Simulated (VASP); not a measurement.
# GaTeCl3 (Pm-3m) in VASP: further runs, part 2 of 2

VASP 6.6.1. The steps go on from the part before.

## 3. Relaxation of cell and atoms, PBE

This run uses another cell than the first one, of 33.60 Å³/atom.

Input file INCAR:

```
PREC = Accurate
ENCUT = 600
EDIFF = 1E-6
ISMEAR = 0
SIGMA = 0.1
LREAL = F
LASPH = T
NELM = 80
ALGO = Normal
ISIF = 3
LWAVE = F
LCHARG = F
GGA = PE
IBRION = 2
NSW = 100
EDIFFG = -0.01
```

Input file KPOINTS:

```
regular mesh
0
Gamma
  8 8 8
```

Input file POSCAR:

```
GaTeCl3
1.0
    5.5176485770      0.0000000000      0.0000000000
    0.0000000000      5.5176485770      0.0000000000
    0.0000000000      0.0000000000      5.5176485770
Ga Te Cl
1 1 3
Direct
    0.0000000000      0.0000000000      0.0000000000
    0.5000000000      0.5000000000      0.5000000000
    0.0000000000      0.5000000000      0.5000000000
    0.5000000000      0.0000000000      0.5000000000
    0.5000000000      0.5000000000      0.0000000000
```

Potentials or basis: VASP PAW PBE potentials, release 64 (Ga_d, Te, Cl).

Launch:

```bash
> cat potpaw_PBE.64/Ga_d/POTCAR potpaw_PBE.64/Te/POTCAR potpaw_PBE.64/Cl/POTCAR > POTCAR
> mpirun -np 1 vasp_std > vasp.out
```

OUTCAR:

```text
PREC = Accurate
   ENCUT = 600
   EDIFF = 1E-6
   ISMEAR = 0
   LREAL = F
   LASPH = T
   NELM = 80
   ISIF = 3
   GGA = PE
   IBRION = 2
   NSW = 100
   EDIFFG = -0.01

 ion  position               nearest neighbor table
   1  0.000  0.000  0.000-
   2  0.500  0.500  0.500-   3 2.76   4 2.76   5 2.76   5 2.76   4 2.76   3 2.76
   3  0.000  0.500  0.500-   2 2.76   2 2.76
   4  0.500  0.000  0.500-   2 2.76   2 2.76
   5  0.500  0.500  0.000-   2 2.76   2 2.76

  LATTYP: Found a simple cubic cell.
 ALAT       =     5.5176485770

  Lattice vectors:

 A1 = (   5.5176485770,   0.0000000000,   0.0000000000)
 A2 = (   0.0000000000,   5.5176485770,   0.0000000000)
 A3 = (   0.0000000000,   0.0000000000,   5.5176485770)

Analysis of symmetry for initial positions (statically):
=====================================================================
 Subroutine PRICEL returns:
 Original cell was already a primitive cell.

 Routine SETGRP: Setting up the symmetry group for a
 simple cubic supercell.

 Subroutine GETGRP returns: Found 48 space group operations
[... 178 lines left out ...]
  Direction    XX          YY          ZZ          XY          YZ          ZX
  --------------------------------------------------------------------------------------
  -------------------------------------------------------------------------------------
  Total        0.1411085      0.1411085      0.1411085     -0.0000000     -0.0000000      0.0000000
  in kB        1.3458656      1.3458656      1.3458656     -0.0000000     -0.0000000      0.0000000
  external PRESSURE =       1.3458656 kB  Pullay stress =       0.0000000 kB
[... 104 lines left out ...]
--------------------------------------- Ionic step        4  -------------------------------------------

 number of electron      39.9999992 magnetization

 Free energy of the ion-electron system (eV)
  ---------------------------------------------------
  ext. energy  EPLUGINS =         0.00000000
  ---------------------------------------------------
  free energy    TOTEN  =       -13.07915446 eV

  energy without entropy =      -13.06622779  energy(sigma->0) =      -13.07269112

 E-fermi :   2.2909     XC(G=0):  -7.6580

 val. band max:        2.2679249380   @ k =   0.3750   0.3750   0.0000
 cond. band min:       2.3166963680   @ k =   0.3750   0.1250   0.1250
 fundamental gap:      0.0487714301
 Fermi energy:         2.2908862930

 k-point     1 :       0.0000    0.0000    0.0000
  band No.  band energies     occupation
      1     -14.3486      2.00000
      2     -14.3486      2.00000
      3     -14.3474      2.00000
      4     -14.3474      2.00000
      5     -14.3474      2.00000
      6     -13.8272      2.00000
[... 637 lines left out ...]
     23       3.5966      0.00000
     24       3.7834      0.00000

 [... further k-points ...]

------------------------ aborting loop because EDIFF is reached ----------------------------------------

  FORCE on cell =-STRESS in cart. coord.  units (eV):
  Direction    XX          YY          ZZ          XY          YZ          ZX
  --------------------------------------------------------------------------------------
  -------------------------------------------------------------------------------------
  Total        0.0299588      0.0299588      0.0299588      0.0000000      0.0000000     -0.0000000
  in kB        0.2846654      0.2846654      0.2846654      0.0000000      0.0000000     -0.0000000
  external PRESSURE =       0.2846654 kB  Pullay stress =       0.0000000 kB
[... 20 lines left out ...]
  FREE ENERGIE OF THE ION-ELECTRON SYSTEM (eV)
  ---------------------------------------------------
  free  energy   TOTEN  =       -13.0791544592 eV

  energy  without entropy=      -13.0662277880  energy(sigma->0) =      -13.07269112

 reached required accuracy - stopping structural energy minimisation
```

OSZICAR:

```text
N       E                     dE             d eps       ncg     rms          rms(c)
DAV:   1     0.357071135136E+03    0.35707E+03   -0.18826E+04  1720   0.184E+03
DAV:   2     0.415806184287E+02   -0.31549E+03   -0.30937E+03  2016   0.408E+02
DAV:   3    -0.118282622443E+02   -0.53409E+02   -0.52534E+02  2168   0.136E+02
[... 28 lines left out ...]
DAV:   1    -0.130791801864E+02   -0.36769E-04   -0.48840E-04  1768   0.182E-01    0.322E-02
DAV:   2    -0.130791595664E+02    0.20620E-04   -0.50736E-05  1816   0.558E-02    0.122E-02
DAV:   3    -0.130791560986E+02    0.34678E-05   -0.92520E-06  1816   0.212E-02    0.651E-03
DAV:   4    -0.130791550670E+02    0.10316E-05   -0.29589E-07   968   0.434E-03    0.364E-03
DAV:   5    -0.130791544592E+02    0.60785E-06   -0.28854E-07   944   0.358E-03
   4 F= -.13079154E+02 E0= -.13072691E+02  d E =-.327572E-03
```

CONTCAR:

```text
GaTeCl3
   1.00000000000000
     5.5245896746465881   -0.0000000000000000    0.0000000000000000
    -0.0000000000000000    5.5245896746465881   -0.0000000000000000
    -0.0000000000000000   -0.0000000000000000    5.5245896746465881
  Ga              Te              Cl
     1     1     3
Direct
     0.0000000000000000    0.0000000000000000    0.0000000000000000
     0.5000000000000000    0.5000000000000000    0.5000000000000000
     0.0000000000000000    0.5000000000000000    0.5000000000000000
     0.5000000000000000    0.0000000000000000    0.5000000000000000
     0.5000000000000000    0.5000000000000000    0.0000000000000000

  0.00000000E+00  0.00000000E+00  0.00000000E+00
  0.00000000E+00  0.00000000E+00  0.00000000E+00
  0.00000000E+00  0.00000000E+00  0.00000000E+00
  0.00000000E+00  0.00000000E+00  0.00000000E+00
  0.00000000E+00  0.00000000E+00  0.00000000E+00
```

Run time: 8 min. Hardware: 1 thread of Intel Xeon 8259CL, shared host; peak memory 0.47 GiB.

Results:

| Property | Result |
| --- | --- |
| Free energy | -13.0792 eV |
| Relaxed volume | 33.72 Å³/atom |
| Relaxed cell | a = 5.525 Å, b = 5.525 Å, c = 5.525 Å, α = 90.00°, β = 90.00°, γ = 90.00° |
| Space group after relaxing (to 0.1 Å) | Pm-3m (No. 221) |
| Energy gained by relaxing | 0.1 meV/atom |
| Ionic steps | 4 |
| Pressure after relaxing | 0.0 GPa |
| Band gap on the k mesh | zero (bands 20 and 21 overlap by 3.20 eV) |

The path:
```
step  energy change (eV)  largest force (eV/Å)  pressure (GPa)  volume (Å³)
   1              0.0000                0.0000            0.13       167.98
   2             -0.0003                0.0000           -0.06       168.67
   3             -0.0003                0.0000            0.06       168.57
   4             -0.0003                0.0000            0.03       168.62
```

Final structure:
```yaml
crystal:
  lattice:
    - [5.52459, 0.00000, 0.00000]
    - [0.00000, 5.52459, 0.00000]
    - [0.00000, 0.00000, 5.52459]
  atoms:
    - { symbol: Ga, position: [0.00000, 0.00000, 0.00000] }
    - { symbol: Te, position: [0.50000, 0.50000, 0.50000] }
    - { symbol: Cl, position: [0.00000, 0.50000, 0.50000] }
    - { symbol: Cl, position: [0.50000, 0.00000, 0.50000] }
    - { symbol: Cl, position: [0.50000, 0.50000, 0.00000] }
```

Caveat: spin-orbit coupling is left out, which moves the levels of the heavy elements.

The gap in the log of VASP goes by the Fermi energy; the results here count the filled bands.